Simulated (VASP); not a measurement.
Wanted: the native input for a VASP 6.6.1 run.

```
Task                   : relaxation of cell and atoms
Functional             : PBE
Potentials or basis    : VASP PAW PBE potentials, release 64 (Al, H)
Cutoff                 : 600 eV
k mesh                 : 6 × 6 × 6
Occupations            : gaussian, width 0.1 eV
Spin                   : no spin polarisation
Dipole correction      : no
Further INCAR settings : ALGO = Normal; EDIFF = 1e-06; IBRION = 2; EDIFFG = -0.04; NSW = 90; ISIF = 3
```

The structure of Al2H lies in POSCAR:

```
Al2H
1.0
    3.3092080639      0.0000000000      0.0000000000
   -1.6546040319      2.8658582497      0.0000000000
    0.0000000000      0.0000000000      3.5730651852
Al H
2 1
Direct
    0.3333333333      0.6666666667      0.5000000000
    0.6666666667      0.3333333333      0.5000000000
    0.0000000000      0.0000000000      0.0000000000
```

The input as run:

INCAR

```
PREC = Accurate ; ENCUT = 600
EDIFF = 1E-6 ; ISMEAR = 0
SIGMA = 0.1 ; LREAL = F
LASPH = T ; NELM = 100
ALGO = Normal ; ISIF = 3
LWAVE = F ; LCHARG = F
GGA = PE ; IBRION = 2
NSW = 90 ; EDIFFG = -0.04
```

KPOINTS

```
Automatic mesh
0
Gamma
  6 6 6
```

Potentials or basis: VASP PAW PBE potentials, release 64 (Al, H).

Command:

```sh
$ cat potpaw_PBE.64/Al/POTCAR potpaw_PBE.64/H/POTCAR > POTCAR
$ mpirun -np 1 vasp_std > vasp.out
```

It gave:

| Quantity | Value |
| --- | --- |
| Relaxed volume | 15.66 Å³/atom |
| Relaxed cell | a = 4.535 Å, b = 4.535 Å, c = 2.637 Å, α = 90.00°, β = 90.00°, γ = 120.00° |
| Space group after relaxing (to 0.1 Å) | P6/mmm (No. 191) |
| Pressure after relaxing | 0.2 GPa |
| Band gap on the k mesh | zero (an odd number of electrons rules out a gap without spin polarisation) |

Caveat: the k points lie up to 0.40 Å⁻¹ apart in the final cell, too coarse for converged energies and pressures of a metal; the volume moved by over 15 % at a fixed basis, so the end points are rough.

Wall time 100 s on 1 thread of Intel Xeon 8259CL (shared host), peak memory 0.15 GiB.
